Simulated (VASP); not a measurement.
# Zn4SO3 in VASP: a series of runs

The runs below take Zn4SO3 through single point, with PBE.

All numbers are computed with VASP 6.6.1; they aren't measurements. Logs are shortened: lines on timing, memory, paths and dates and some standing lists are left out, and cuts for length are marked.

### Step 1. The cell of the first run

It takes space group P-43m (No. 215, cubic). The conventional cell has a = 4.821 Å, b = 4.821 Å, c = 4.821 Å, α = 90.00°, β = 90.00°, γ = 90.00°. Within 2.7 Å of Zn (site symmetry 3m) lie 3 O at 2.04 Å and 1 S at 2.26 Å. S (site symmetry -43m) has 4 Zn at 2.26 Å within 3.0 Å. O (site symmetry -42m) has 4 Zn at 2.04 Å within 2.7 Å.

### Step 2. Single point, PBE

INCAR reads:

```
SYSTEM = Zn4SO3
PREC     = Accurate       ! precision mode
ENCUT    = 520            ! plane-wave cutoff, eV
EDIFF    = 1E-7           ! SCF threshold, eV
ISMEAR   = 0              ! smearing method
SIGMA    = 0.02           ! smearing width, eV
LREAL    = .False.        ! projectors in reciprocal space
LASPH    = .True.         ! aspherical terms in the spheres
NELM     = 80             ! most SCF steps
ALGO     = Normal         ! electronic algorithm
ISIF     = 2              ! what is computed and relaxed
LWAVE    = .False.        ! write WAVECAR
LCHARG   = .False.        ! write CHGCAR
GGA      = PE             ! functional
NBANDS   = 46             ! bands
```

KPOINTS reads:

```
Automatic mesh
0
Gamma
  8 8 8
  0 0 0
```

POSCAR reads:

```
Zn4SO3
1.0
    4.8207755000      0.0000000000      0.0000000000
    0.0000000000      4.8207755000      0.0000000000
    0.0000000000      0.0000000000      4.8207755000
Zn S O
4 1 3
Direct
    0.7706070000      0.7706070000      0.7706070000
    0.7706070000      0.2293930000      0.2293930000
    0.2293930000      0.7706070000      0.2293930000
    0.2293930000      0.2293930000      0.7706070000
    0.5000000000      0.5000000000      0.5000000000
    0.0000000000      0.0000000000      0.5000000000
    0.0000000000      0.5000000000      0.0000000000
    0.5000000000      0.0000000000      0.0000000000
```

Potentials or basis: VASP PAW PBE potentials, release 64 (Zn, S, O).

Launch:

```console
$ cat potpaw_PBE.64/Zn/POTCAR potpaw_PBE.64/S/POTCAR potpaw_PBE.64/O/POTCAR > POTCAR
$ mpirun -np 1 vasp_std > vasp.out
```

OUTCAR:

```text
SYSTEM = Zn4SO3
   PREC = Accurate
   ENCUT = 520
   EDIFF = 1E-7
   ISMEAR = 0
   LREAL = .False.
   LASPH = .True.
   NELM = 80
   ISIF = 2
   GGA = PE

 ion  position               nearest neighbor table
   1  0.771  0.771  0.771-   6 2.04   7 2.04   8 2.04   5 2.26
   2  0.771  0.229  0.229-   6 2.04   7 2.04   8 2.04   5 2.26
   3  0.229  0.771  0.229-   6 2.04   7 2.04   8 2.04   5 2.26
   4  0.229  0.229  0.771-   6 2.04   7 2.04   8 2.04   5 2.26
   5  0.500  0.500  0.500-   1 2.26   2 2.26   3 2.26   4 2.26
   6  0.000  0.000  0.500-   1 2.04   2 2.04   3 2.04   4 2.04
   7  0.000  0.500  0.000-   1 2.04   2 2.04   3 2.04   4 2.04
   8  0.500  0.000  0.000-   1 2.04   2 2.04   3 2.04   4 2.04

  LATTYP: Found a simple cubic cell.
 ALAT       =     4.8207755000

  Lattice vectors:

 A1 = (   4.8207755000,   0.0000000000,   0.0000000000)
 A2 = (   0.0000000000,   4.8207755000,   0.0000000000)
 A3 = (   0.0000000000,   0.0000000000,   4.8207755000)

Analysis of symmetry for initial positions (statically):
=====================================================================
 Subroutine PRICEL returns:
 Original cell was already a primitive cell.

 Routine SETGRP: Setting up the symmetry group for a
 simple cubic supercell.

 Subroutine GETGRP returns: Found 24 space group operations
 (whereof 24 operations were pure point group operations)
 out of a pool of 48 trial point group operations.

The static configuration has the point symmetry T_d .

Analysis of symmetry for dynamics (positions and initial velocities):
=====================================================================
 Subroutine PRICEL returns:
 Original cell was already a primitive cell.

 Routine SETGRP: Setting up the symmetry group for a
 simple cubic supercell.

 Subroutine GETGRP returns: Found 24 space group operations
 (whereof 24 operations were pure point group operations)
 out of a pool of 48 trial point group operations.

The dynamic configuration has the point symmetry T_d .

 Subroutine INISYM returns: Found 24 space group operations
 (whereof 24 operations are pure point group operations),
 and found     1 'primitive' translations

----------------------------------------------------------------------------------------

                                     Primitive cell

  volume of cell :     112.0342

  direct lattice vectors                    reciprocal lattice vectors
     4.820775500  0.000000000  0.000000000     0.207435505  0.000000000  0.000000000
[... 107 lines left out ...]
   TEBEG  =    0.0;   TEEND  =   0.0 temperature during run
   PSTRESS=    0.0 pullay stress
   NELECT =      72.0000    total number of electrons
   NUPDOWN=      -1.0000    fix difference up-down
   EMIN   =  10.00;   EMAX   =-10.00  energy-range for DOS
   EFERMI =   0.00;   METHOD = LEGACY
   ISMEAR =     0;   SIGMA  =   0.02  broadening in eV -4-tet -1-fermi 0-gaus
   EFERMI_NEDOS =   21; number of points for ismear=-14 and -15
   IALGO  =     38    algorithm
   IMIX   =      4    mixing-type and parameters
     AMIX     =   0.40;   BMIX     =  1.00
     AMIX_MAG =   1.60;   BMIX_MAG =  1.00
  volume/ion in A,a.u.               =      14.00        94.51
  Fermi-wavevector in a.u.,A,eV,Ry     =   1.412761  2.669732 27.155789  1.995894
  Thomas-Fermi vector in A             =   2.534477
   LORBIT       =      0    0 simple, 1 ext, 2 COOP (PROOUT), +10 PAW based schemes
   GGA     = PE    functional components
   LHFCALC =     F    Hartree Fock is set to
   AEXX    =    0.0000 exact exchange contribution
   IVDW    =     0    specifies the selected vdW correction
   LEPSILON=     F    determine dielectric tensor
   LRPA    =     F    only Hartree local field effects (RPA)
 non-spin polarized calculation
 Gauss-broadening in eV      SIGMA  =   0.02
  energy-cutoff  :      520.00
  volume of cell :      112.03
 maximum number of plane-waves:      3036
 NGX is ok and might be reduce to    36
   NGX = 17   NGY = 17   NGZ = 17

 number of electron      71.9999897 magnetization

 Free energy of the ion-electron system (eV)
  ---------------------------------------------------
  ext. energy  EPLUGINS =         0.00000000
  ---------------------------------------------------
  free energy    TOTEN  =       -33.00936566 eV

  energy without entropy =      -33.00936566  energy(sigma->0) =      -33.00936566

 E-fermi :   1.4942     XC(G=0): -10.4453

 val. band max:        1.4050997372   @ k =   0.0000   0.0000   0.0000
 cond. band min:       1.8258879090   @ k =   0.0000   0.0000   0.0000
 fundamental gap:      0.4207881718
 Fermi energy:         1.4942185712

 k-point     1 :       0.0000    0.0000    0.0000
  band No.  band energies     occupation
      1     -16.1327      2.00000
      2     -15.5921      2.00000
      3     -15.5921      2.00000
      4     -10.6990      2.00000
      5      -4.7478      2.00000
      6      -4.7478      2.00000
[... 1165 lines left out ...]
     45      10.2725      0.00000
     46      10.7012      0.00000

 [... further k-points ...]

------------------------ aborting loop because EDIFF is reached ----------------------------------------

  FORCE on cell =-STRESS in cart. coord.  units (eV):
  Direction    XX          YY          ZZ          XY          YZ          ZX
  --------------------------------------------------------------------------------------
  -------------------------------------------------------------------------------------
  Total        0.3952507      0.3952507      0.3952507     -0.0000000      0.0000000     -0.0000000
  in kB        5.6523946      5.6523946      5.6523946     -0.0000000      0.0000000     -0.0000000
  external PRESSURE =       5.6523946 kB  Pullay stress =       0.0000000 kB

 VOLUME and BASIS-vectors are now :
 -----------------------------------------------------------------------------
  energy-cutoff  :      520.00
  volume of cell :      112.03
      direct lattice vectors                 reciprocal lattice vectors
     4.820775500  0.000000000  0.000000000     0.207435505  0.000000000  0.000000000
     0.000000000  4.820775500  0.000000000     0.000000000  0.207435505  0.000000000
     0.000000000  0.000000000  4.820775500     0.000000000  0.000000000  0.207435505

 POSITION                                       TOTAL-FORCE (eV/Angst)
 -----------------------------------------------------------------------------------
      3.71492      3.71492      3.71492        -0.012806     -0.012806     -0.012806
      3.71492      1.10585      1.10585        -0.012806      0.012806      0.012806
      1.10585      3.71492      1.10585         0.012806     -0.012806      0.012806
      1.10585      1.10585      3.71492         0.012806      0.012806     -0.012806
      2.41039      2.41039      2.41039        -0.000000     -0.000000      0.000000
      0.00000      0.00000      2.41039        -0.000000      0.000000      0.000000
      0.00000      2.41039      0.00000         0.000000      0.000000      0.000000
      2.41039      0.00000      0.00000        -0.000000      0.000000      0.000000
 -----------------------------------------------------------------------------------
    total drift:                                0.000000      0.000000     -0.000000

  FREE ENERGIE OF THE ION-ELECTRON SYSTEM (eV)
  ---------------------------------------------------
  free  energy   TOTEN  =       -33.0093656641 eV

  energy  without entropy=      -33.0093656641  energy(sigma->0) =      -33.00936566
```

stdout:

```text
POSCAR found type information on POSCAR ZnS O
 POSCAR found :  3 types and       8 ions
 scaLAPACK will be used
 LDA part: xc-table for (Slater+PW92), standard interpolation
 POSCAR, INCAR and KPOINTS ok, starting setup
 FFT: planning ... GRIDC
 FFT: planning ... GRID_SOFT
 FFT: planning ... GRID
 WAVECAR not read
 entering main loop
```

It took 74 s on 1 thread of Intel Xeon 6975P-C (Granite Rapids), shared host; peak memory 0.28 GiB.

What came out:

```yaml
Free_energy: -33.0094 eV
Pressure: 0.6 GPa
Largest_force: 0.022 eV/Å
Band_gap_on_the_k_mesh: 0.42 eV, direct
```

Forces on the atoms (eV/Å):
```
Zn  -0.013 -0.013 -0.013
Zn  -0.013  0.013  0.013
Zn   0.013 -0.013  0.013
Zn   0.013  0.013 -0.013
S    0.000  0.000  0.000
O    0.000  0.000  0.000
O    0.000  0.000  0.000
O    0.000  0.000  0.000
```

### Step 3. Single point, PBE

INCAR reads:

```
ALGO = Normal
EDIFF = 1E-6
ENCUT = 520
GGA = PE
ISIF = 2
ISMEAR = 0
LASPH = True
LCHARG = False
LREAL = False
LWAVE = False
NBANDS = 46
NELM = 80
PREC = Accurate
SIGMA = 0.1
```

KPOINTS reads:

```
k-points
0
Gamma
  4 4 4
```

POSCAR reads:

```
Zn4SO3
1.0
    4.8277802697     -0.0011756373     -0.0026635360
   -0.0012288270      4.8240364245      0.0031892467
   -0.0026216738      0.0032249208      4.8142459996
Zn S O
4 1 3
Direct
    0.7704038827      0.7708461800      0.7708026276
    0.7702951237      0.2295396627      0.2290677340
    0.2293748071      0.7705738320      0.2295101926
    0.2291210807      0.2296417637      0.7705090571
    0.5003349142      0.4998128173      0.5000941679
    0.0001597543     -0.0002322038      0.4999227058
    0.0002542806      0.4998535209      0.0001592702
    0.5000561566     -0.0000355726     -0.0000657552
```

Potentials or basis: VASP PAW PBE potentials, release 64 (Zn, S, O).

Launch:

```console
$ cat potpaw_PBE.64/Zn/POTCAR potpaw_PBE.64/S/POTCAR potpaw_PBE.64/O/POTCAR > POTCAR
$ mpirun -np 1 vasp_std > vasp.out
```

It took 74 s on 1 thread of Intel Xeon 6975P-C (Granite Rapids), shared host; peak memory 0.3 GiB.

The run converged. Its results:

- Free energy: -33.0047 eV
- Pressure: 0.4 GPa
- Largest force: 0.031 eV/Å
- Band gap on the k mesh: 0.41 eV, direct

Forces on the atoms (eV/Å):
```
Zn  -0.014 -0.018 -0.015
Zn  -0.012  0.012  0.025
Zn   0.019 -0.014  0.018
Zn   0.017  0.013 -0.013
S    0.003 -0.001 -0.005
O   -0.005  0.006 -0.001
O   -0.005  0.004 -0.009
O   -0.003 -0.003 -0.001
```

Stress tensor (GPa, compression positive):
```
 0.40  0.05  0.05
 0.05  0.43 -0.06
 0.05 -0.06  0.51
```

Levels at points of the mesh, in eV from the valence-band top:
```
           k point  band 34  band 35  band 36  band 37  band 38  band 39
(0.00, 0.00, 0.00)    -0.01    -0.01     0.00     0.41     4.49     4.50
(0.50, 0.00, 0.00)    -1.42    -0.71    -0.70     2.93     4.14     6.10
(0.00, 0.50, 0.00)    -1.43    -0.71    -0.70     2.94     4.14     6.10
(0.50, 0.50, 0.00)    -1.05    -0.57    -0.57     3.98     5.72     5.73
(0.00, 0.00, 0.50)    -1.43    -0.71    -0.71     2.94     4.15     6.11
(0.50, 0.00, 0.50)    -1.05    -0.57    -0.56     3.98     5.73     5.74
(0.00, 0.50, 0.50)    -1.05    -0.56    -0.56     3.99     5.73     5.74
(0.50, 0.50, 0.50)    -0.33    -0.33    -0.32     3.74     3.74     3.75
```
